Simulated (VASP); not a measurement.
A run of VASP 6.6.1:

The input INCAR:

```
PREC = Accurate
ENCUT = 520
EDIFF = 1E-6
ISMEAR = 0
SIGMA = 0.1
LREAL = False
LASPH = True
NELM = 120
ALGO = Normal
ISIF = 2
LWAVE = False
LCHARG = False
LDIPOL = True
IDIPOL = 3
DIPOL = 0.5 0.5 0.507
GGA = PE
NBANDS = 37
GGA_COMPAT = False
NELMDL = -8
```

The input KPOINTS:

```
regular mesh
0
Gamma
  15 15 1
```

Contents of POSCAR:

```
Mg2Ge
1.0
    4.5099270500      0.0000000000      0.0000000000
   -2.2549635300      3.9057113900      0.0000000000
    0.0000000000      0.0000000000     30.1264352274
Mg Ge
6 3
Direct
    0.6666666668      0.3333333339      0.3319343933
    0.0000000000      0.0000000000      0.3930491653
    0.3333333339      0.6666666671      0.4541639280
    0.6666666668      0.3333333339      0.5176975108
    0.0000000000      0.0000000000      0.5810081255
    0.3333333339      0.6666666671      0.6435189487
    0.6666666668      0.3333333339      0.4236065467
    0.3333333339      0.6666666671      0.5469454389
    0.0000000000      0.0000000000      0.6739913544
```

Potentials or basis: VASP PAW PBE potentials, release 64 (Mg, Ge_d).

Command:

```sh
$ cat potpaw_PBE.64/Mg/POTCAR potpaw_PBE.64/Ge_d/POTCAR > POTCAR
$ mpirun -np 1 vasp_std > vasp.out
```

Hardware: 1 thread of AMD EPYC 9755 128-Core Processor (shared host).

Q: Estimate the wall time of this run.

A: Run time: 23 min on 1 thread of AMD EPYC 9755 128-Core Processor (shared host), peak memory 0.84 GiB. Counts: scf iterations 29, k points 27.
